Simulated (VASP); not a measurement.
# Ti (Fm-3m) in VASP: further runs

Ti is run at these levels: r2SCAN; tasks: single point, relaxation of cell and atoms.

Program: VASP 6.6.1. These are calculated values, not measurements. Logs are shortened: lines on timing, memory, paths and dates and some standing lists are left out, and cuts for length are marked.

## Step 1: The cell of the first run

The structure is cubic, space group Fm-3m (No. 225). The conventional cell has a = 4.114 Å, b = 4.114 Å, c = 4.114 Å, α = 90.00°, β = 90.00°, γ = 90.00°. Within 3.8 Å of Ti (site symmetry m-3m) lie 12 Ti at 2.91 Å.

## Step 2: Single point, r2SCAN

File POSCAR:

```
Ti
1.0
    0.0000000000      2.0570999893      2.0570999893
    2.0570999893      0.0000000000      2.0570999893
    2.0570999893      2.0570999893      0.0000000000
Ti
1
Direct
    0.0000000000      0.0000000000      0.0000000000
```

File INCAR.step1:

```
  ALGO = Normal
  EDIFF = 1E-4
  ENCUT = 520
  GGA = PE
  ISMEAR = 0
  LASPH = True
  LCHARG = False
  LREAL = False
  LWAVE = True
  NBANDS = 12
  NELM = 100
  PREC = Accurate
  SIGMA = 0.1
```

File INCAR.step2:

```
  ALGO = Normal
  EDIFF = 1E-6
  ENCUT = 520
  ISIF = 2
  ISMEAR = 0
  ISTART = 1
  LASPH = True
  LCHARG = False
  LMIXTAU = True
  LREAL = False
  LWAVE = False
  METAGGA = R2SCAN
  NBANDS = 12
  NELM = 100
  PREC = Accurate
  SIGMA = 0.1
```

File KPOINTS:

```
k-points
0
Gamma
  8 8 8
```

Potentials or basis: VASP PAW PBE potentials, release 64 (Ti_sv).

Launch:

```console
$ cat potpaw_PBE.64/Ti_sv/POTCAR > POTCAR
$ cp INCAR.step1 INCAR
$ mpirun -np 1 vasp_std > vasp.out
$ cp INCAR.step2 INCAR
$ mpirun -np 1 vasp_std > vasp.out
```

OUTCAR:

```text
EDIFF = 1E-6
   ENCUT = 520
   ISIF = 2
   ISMEAR = 0
   ISTART = 1
   LASPH = True
   LREAL = False
   METAGGA = R2SCAN
   NELM = 100
   PREC = Accurate

 ion  position               nearest neighbor table
   1  0.000  0.000  0.000-

  LATTYP: Found a face centered cubic cell.
 ALAT       =     4.1141999786

  Lattice vectors:

 A1 = (   0.0000000000,   2.0570999893,   2.0570999893)
 A2 = (   2.0570999893,   0.0000000000,   2.0570999893)
 A3 = (   2.0570999893,   2.0570999893,   0.0000000000)

Analysis of symmetry for initial positions (statically):
=====================================================================
 Subroutine PRICEL returns:
 Original cell was already a primitive cell.

 Routine SETGRP: Setting up the symmetry group for a
 face centered cubic supercell.

 Subroutine GETGRP returns: Found 48 space group operations
 (whereof 48 operations were pure point group operations)
 out of a pool of 48 trial point group operations.

The static configuration has the point symmetry O_h .

Analysis of symmetry for dynamics (positions and initial velocities):
=====================================================================
 Subroutine PRICEL returns:
 Original cell was already a primitive cell.

 Routine SETGRP: Setting up the symmetry group for a
 face centered cubic supercell.

 Subroutine GETGRP returns: Found 48 space group operations
 (whereof 48 operations were pure point group operations)
 out of a pool of 48 trial point group operations.

The dynamic configuration has the point symmetry O_h .

 Subroutine INISYM returns: Found 48 space group operations
 (whereof 48 operations are pure point group operations),
 and found     1 'primitive' translations

----------------------------------------------------------------------------------------

                                     Primitive cell

  volume of cell :      17.4099

  direct lattice vectors                    reciprocal lattice vectors
     0.000000000  2.057099989  2.057099989    -0.243060621  0.243060621  0.243060621
     2.057099989  0.000000000  2.057099989     0.243060621 -0.243060621  0.243060621
     2.057099989  2.057099989  0.000000000     0.243060621  0.243060621 -0.243060621

  length of vectors
     2.909178704  2.909178704  2.909178704     0.420993344  0.420993344  0.420993344

  position of ions in fractional coordinates (direct lattice)
     0.000000000  0.000000000  0.000000000

  ion indices of the primitive-cell ions
   primitive index   ion index
                 1           1

----------------------------------------------------------------------------------------

 KPOINTS: k-points

Automatic generation of k-mesh.
 Grid dimensions read from file:
 generate k-points for:    8    8    8

 Generating k-lattice:

  Cartesian coordinates                     Fractional coordinates (reciprocal lattice)
    -0.030382578  0.030382578  0.030382578     0.125000000  0.000000000  0.000000000
     0.030382578 -0.030382578  0.030382578     0.000000000  0.125000000  0.000000000
     0.030382578  0.030382578 -0.030382578     0.000000000  0.000000000  0.125000000

  Length of vectors
     0.052624168  0.052624168  0.052624168

  Shift w.r.t. Gamma in fractional coordinates (k-lattice)
     0.000000000  0.000000000  0.000000000

 Subroutine IBZKPT returns following result:
 ===========================================

 Found     29 irreducible k-points:

 Following reciprocal coordinates:
            Coordinates               Weight
  0.000000  0.000000  0.000000      1.000000
  0.125000  0.000000  0.000000      8.000000
  0.250000  0.000000  0.000000      8.000000
  0.375000  0.000000  0.000000      8.000000
  0.500000  0.000000  0.000000      4.000000
  0.125000  0.125000  0.000000      6.000000
[... 16 lines left out ...]
  0.500000  0.250000  0.125000     48.000000
 -0.375000  0.250000  0.125000     24.000000
 [... further k-points ...]
   k-points           NKPTS =     29   k-points in BZ     NKDIM =     29   number of bands    NBANDS=     12
   number of dos      NEDOS =    301   number of ions     NIONS =      1
   total plane-waves  NPLWV =  13824
   dimension x,y,z NGX =    24 NGY =   24 NGZ =   24
   dimension x,y,z NGXF=    48 NGYF=   48 NGZF=   48
   ions per type =               1
   NGX,Y,Z   is equivalent  to a cutoff of  13.71, 13.71, 13.71 a.u.
   NGXF,Y,Z  is equivalent  to a cutoff of  27.43, 27.43, 27.43 a.u.
 SYSTEM =  unknown system
   PREC   = accura    normal or accurate (medium, high low for compatibility)
   ISTART =      1    job   : 0-new  1-cont  2-samecut
   ICHARG =      0    charge: 1-file 2-atom 10-const
   ISPIN  =      1    spin polarized calculation?
   LNONCOLLINEAR =      F non collinear calculations
   LSORBIT =      F    spin-orbit coupling
   LASPH  =      T    aspherical Exc in radial PAW
   ENCUT  =  520.0 eV  38.22 Ry    6.18 a.u.   5.41  5.41  5.41*2*pi/ulx,y,z
   NELM   =    100;   NELMIN=  2; NELMDL=  0     # of ELM steps
   EDIFF  = 0.1E-05   stopping-criterion for ELM
   LREAL  =      F    real-space projection
   EDIFFG = 0.1E-04   stopping-criterion for IOM
   NSW    =      0    number of steps for IOM
   IBRION =     -1    ionic relax: 0-MD 1-quasi-New 2-CG
   NFREE  =      0    steps in history (QN), initial steepest desc. (CG)
   ISIF   =      2    stress and relaxation
   ISYM   =      2    0-nonsym 1-usesym 2-fastsym
   POTIM  = 0.5000    time-step for ionic-motion
   TEBEG  =    0.0;   TEEND  =   0.0 temperature during run
   PSTRESS=    0.0 pullay stress
   NELECT =      12.0000    total number of electrons
   NUPDOWN=      -1.0000    fix difference up-down
   EMIN   =  10.00;   EMAX   =-10.00  energy-range for DOS
   EFERMI =   0.00;   METHOD = LEGACY
   ISMEAR =     0;   SIGMA  =   0.10  broadening in eV -4-tet -1-fermi 0-gaus
   EFERMI_NEDOS =   21; number of points for ismear=-14 and -15
   IALGO  =     38    algorithm
   IMIX   =      4    mixing-type and parameters
     AMIX     =   0.40;   BMIX     =  1.00
     AMIX_MAG =   1.60;   BMIX_MAG =  1.00
  volume/ion in A,a.u.               =      17.41       117.49
  Fermi-wavevector in a.u.,A,eV,Ry     =   1.446116  2.732763 28.453210  2.091252
  Thomas-Fermi vector in A             =   2.564221
   LORBIT       =      0    0 simple, 1 ext, 2 COOP (PROOUT), +10 PAW based schemes
   METAGGA = R2SCAN    functional components
   LHFCALC =     F    Hartree Fock is set to
   AEXX    =    0.0000 exact exchange contribution
   IVDW    =     0    specifies the selected vdW correction
   LEPSILON=     F    determine dielectric tensor
   LRPA    =     F    only Hartree local field effects (RPA)
 non-spin polarized calculation
 Gauss-broadening in eV      SIGMA  =   0.10
  energy-cutoff  :      520.00
  volume of cell :       17.41
 maximum number of plane-waves:       489
 NGX is ok and might be reduce to    24
   NGX = 11   NGY = 11   NGZ = 11

 number of electron      12.0000002 magnetization

 Free energy of the ion-electron system (eV)
  ---------------------------------------------------
  ext. energy  EPLUGINS =         0.00000000
  ---------------------------------------------------
  free energy    TOTEN  =       -12.88138684 eV

  energy without entropy =      -12.87404884  energy(sigma->0) =      -12.87771784

 E-fermi :   8.2575     XC(G=0): -12.4024

 val. band max:        8.2211143358   @ k =   0.3750   0.0000   0.0000
 cond. band min:       8.2777397225   @ k =  -0.2500   0.2500   0.0000
 fundamental gap:      0.0566253867
 Fermi energy:         8.2574975830

 k-point     1 :       0.0000    0.0000    0.0000
  band No.  band energies     occupation
      1     -50.8643      2.00000
      2     -25.6693      2.00000
      3     -25.6692      2.00000
      4     -25.6692      2.00000
      5       1.7406      2.00000
      6       9.1916      0.00000
      7       9.1916      0.00000
      8       9.1916      0.00000
      9      10.9907      0.00000
     10      10.9907      0.00000
     11      23.9745      0.00000
     12      28.8500      0.00000

 k-point     2 :       0.1250    0.0000    0.0000
  band No.  band energies     occupation
      1     -50.8460      2.00000
      2     -25.7737      2.00000
      3     -25.6823      2.00000
      4     -25.6822      2.00000
      5       2.2540      2.00000
      6       8.8771      0.00000
      7       9.3575      0.00000
      8       9.3575      0.00000
      9      10.8929      0.00000
     10      10.8929      0.00000
     11      24.1947      0.00000
     12      26.0321      0.00000

 k-point     3 :       0.2500    0.0000    0.0000
  band No.  band energies     occupation
      1     -50.8013      2.00000
      2     -26.0211      2.00000
      3     -25.7133      2.00000
      4     -25.7133      2.00000
      5       3.6027      2.00000
      6       8.2972      0.57456
      7       9.4824      0.00000
      8       9.4824      0.00000
      9      11.0254      0.00000
     10      11.0255      0.00000
     11      21.6232      0.00000
     12      24.7894      0.00000
[... 286 lines left out ...]
 k-point    23 :       0.5000    0.2500    0.1250
  band No.  band energies     occupation
      1     -50.7316      2.00000
      2     -26.2077      2.00000
      3     -25.9134      2.00000
      4     -25.7925      2.00000
      5       5.9826      2.00000
      6       7.5554      2.00000
      7       8.4089      0.03227
      8      10.1508      0.00000
      9      11.3882      0.00000
     10      13.0046      0.00000
     11      18.7357      0.00000
     12      22.0404      0.00000

 k-point    24 :      -0.3750    0.2500    0.1250
  band No.  band energies     occupation
      1     -50.7165      2.00000
      2     -26.2625      2.00000
      3     -25.9373      2.00000
      4     -25.8133      2.00000
      5       6.5443      2.00000
      6       7.3861      2.00000
      7       8.4763      0.00197
      8       9.9847      0.00000
      9      11.8426      0.00000
     10      13.9959      0.00000
     11      16.5770      0.00000
     12      22.2096      0.00000

 [... further k-points ...]
[... 5 lines left out ...]
  --------------------------------------------------------------------------------------
  -------------------------------------------------------------------------------------
  Total        0.0318979      0.0318979      0.0318979      0.0000000      0.0000000     -0.0000000
  in kB        2.9354636      2.9354636      2.9354636      0.0000000      0.0000000     -0.0000000
  external PRESSURE =       2.9354636 kB  Pullay stress =       0.0000000 kB

 VOLUME and BASIS-vectors are now :
 -----------------------------------------------------------------------------
  energy-cutoff  :      520.00
  volume of cell :       17.41
      direct lattice vectors                 reciprocal lattice vectors
     0.000000000  2.057099989  2.057099989    -0.243060621  0.243060621  0.243060621
     2.057099989  0.000000000  2.057099989     0.243060621 -0.243060621  0.243060621
     2.057099989  2.057099989  0.000000000     0.243060621  0.243060621 -0.243060621

 POSITION                                       TOTAL-FORCE (eV/Angst)
 -----------------------------------------------------------------------------------
      0.00000      0.00000      0.00000         0.000000      0.000000      0.000000
 -----------------------------------------------------------------------------------
    total drift:                                0.000000     -0.000000     -0.000000

  FREE ENERGIE OF THE ION-ELECTRON SYSTEM (eV)
  ---------------------------------------------------
  free  energy   TOTEN  =       -12.8813868399 eV

  energy  without entropy=      -12.8740488415  energy(sigma->0) =      -12.87771784
```

Run time: 18 s. Hardware: 1 thread of AMD EPYC 9R45 (Zen 5), shared host; peak memory 0.11 GiB.

Results:

| Property | Result |
| --- | --- |
| Free energy | -12.8814 eV |
| Pressure | 0.3 GPa |
| Band gap on the k mesh | zero (band 6 reaches 9.19 eV, above the bottom of band 7 at 7.78 eV) |

Caveat: the PAW data sets were made with another functional, which shifts forces and pressure a little.

## Step 3: Relaxation of cell and atoms, r2SCAN

This run uses another cell than the first one, of 16.73 Å³/atom, 0.961 times its volume.

File POSCAR:

```
Ti
1.0
    0.0000000000      2.0300000000      2.0300000000
    2.0300000000      0.0000000000      2.0300000000
    2.0300000000      2.0300000000      0.0000000000
Ti
1
Direct
    0.0000000000      0.0000000000      0.0000000000
```

File INCAR.step1:

```
PREC = Accurate ; ENCUT = 600
ISMEAR = 0 ; SIGMA = 0.1
LREAL = False ; LASPH = True
NELM = 100 ; GGA = PE
ALGO = Normal ; EDIFF = 1E-4
LWAVE = True ; LCHARG = False
```

File INCAR.step2:

```
PREC = Accurate ; ENCUT = 600
EDIFF = 1E-7 ; ISMEAR = 0
SIGMA = 0.1 ; LREAL = False
LASPH = True ; NELM = 100
ALGO = Normal ; ISIF = 3
LWAVE = False ; LCHARG = False
METAGGA = R2SCAN ; LMIXTAU = True
IBRION = 2 ; NSW = 90
EDIFFG = -0.04 ; ISTART = 1
```

File KPOINTS:

```
Automatic mesh
0
Gamma
  8 8 8
```

Potentials or basis: VASP PAW PBE potentials, release 64 (Ti_sv).

Launch:

```console
$ cat potpaw_PBE.64/Ti_sv/POTCAR > POTCAR
$ cp INCAR.step1 INCAR
$ mpirun -np 1 vasp_std > vasp.out
$ cp INCAR.step2 INCAR
$ mpirun -np 1 vasp_std > vasp.out
```

Run time: 51 s. Hardware: 1 thread of AMD EPYC 9R45 (Zen 5), shared host; peak memory 0.12 GiB.

The run converged. Its results:

- Free energy: -12.8809 eV
- Relaxed volume: 17.47 Å³/atom
- Relaxed cell: a = 2.912 Å, b = 2.912 Å, c = 2.912 Å, α = 60.00°, β = 60.00°, γ = 60.00°
- Space group after relaxing (to 0.05 Å): Fm-3m (No. 225)
- Energy gained by relaxing: 11.2 meV/atom
- Ionic steps: 3
- Pressure after relaxing: 0.0 GPa
- Band gap on the k mesh: zero (band 6 reaches 9.15 eV, above the bottom of band 7 at 7.74 eV)

Step by step:
```
step  energy change (eV)  largest force (eV/Å)  pressure (GPa)  volume (Å³)
   1              0.0000                0.0000            5.05        16.73
   2             -0.0050                0.0000           -3.42        18.04
   3             -0.0112                0.0000           -0.02        17.47
```

Final structure:
```
CELL_PARAMETERS angstrom
0.00000 2.05934 2.05934
2.05934 0.00000 2.05934
2.05934 2.05934 0.00000
ATOMIC_POSITIONS crystal
Ti 0.00000 0.00000 0.00000
```

Levels at points of the mesh, in eV from the Fermi level:
| k point | band 4 | band 5 | band 6 | band 7 | band 8 | band 9 |
| --- | --- | --- | --- | --- | --- | --- |
| (0.00, 0.00, 0.00) | -33.94 | -6.51 | 0.93 | 0.93 | 0.93 | 2.72 |
| (0.50, 0.00, 0.00) | -34.02 | -2.75 | 0.38 | 0.86 | 0.86 | 3.74 |
| (0.50, 0.50, 0.00) | -34.17 | -2.68 | -1.82 | 2.73 | 3.80 | 3.97 |

Caveat: the PAW data sets were made with another functional, which shifts forces and pressure a little. Zero-point motion and thermal expansion aren't in these numbers.

## Step 4: Single point, r2SCAN

File POSCAR:

```
Ti
1.0
    0.0000000000      2.0559102093      2.0559102093
    2.0559102093      0.0000000000      2.0559102093
    2.0559102093      2.0559102093      0.0000000000
Ti
1
Direct
    0.5000000000      0.5000000000      0.5000000000
```

File INCAR.step1:

```
SYSTEM = Ti
  PREC = Accurate
  ENCUT = 520
  ISMEAR = 0
  SIGMA = 0.1
  LREAL = .False.
  LASPH = .True.
  NELM = 60
  NBANDS = 12
  GGA = PE
  ALGO = Normal
  EDIFF = 1E-4
  LWAVE = .True.
  LCHARG = .False.
```

File INCAR.step2:

```
SYSTEM = Ti
  PREC = Accurate
  ENCUT = 520
  EDIFF = 1E-6
  ISMEAR = 0
  SIGMA = 0.1
  LREAL = .False.
  LASPH = .True.
  NELM = 60
  ALGO = Normal
  ISIF = 2
  LWAVE = .False.
  LCHARG = .True.
  METAGGA = R2SCAN
  LMIXTAU = .True.
  LELF = .True.
  LVHAR = .True.
  NBANDS = 12
  ISTART = 1
```

File KPOINTS:

```
Automatic mesh
0
Gamma
  8 8 8
  0 0 0
```

Launch:

```console
$ cat potpaw_PBE.64/Ti_sv/POTCAR > POTCAR
$ cp INCAR.step1 INCAR
$ mpirun -np 1 vasp_std > vasp.out
$ cp INCAR.step2 INCAR
$ mpirun -np 1 vasp_std > vasp.out
```

It took 16 s on 1 thread of Intel Xeon Platinum 8559C (Emerald Rapids), shared host; peak memory 0.14 GiB.

The run converged. Its results:

```
Free energy            : -12.8813 eV
Pressure               : 0.5 GPa
Band gap on the k mesh : zero (band 6 reaches 9.21 eV, above the bottom of band 7 at 7.80 eV)
```

Levels at points of the mesh, in eV from the Fermi level:
| k point | band 2 | band 3 | band 4 | band 5 | band 6 | band 7 | band 8 | band 9 | band 10 | band 11 |
| --- | --- | --- | --- | --- | --- | --- | --- | --- | --- | --- |
| (0.00, 0.00, 0.00) | -33.92 | -33.92 | -33.92 | -6.52 | 0.94 | 0.94 | 0.94 | 2.74 | 2.74 | 15.73 |
| (0.50, 0.00, 0.00) | -34.62 | -34.01 | -34.01 | -2.76 | 0.40 | 0.87 | 0.87 | 3.76 | 3.76 | 8.51 |
| (0.50, 0.50, 0.00) | -34.57 | -34.16 | -34.16 | -2.70 | -1.83 | 2.75 | 3.82 | 4.00 | 4.00 | 10.95 |

Caveat: the PAW data sets were made with another functional, which shifts forces and pressure a little.

(Continued in part 2 of 2.)
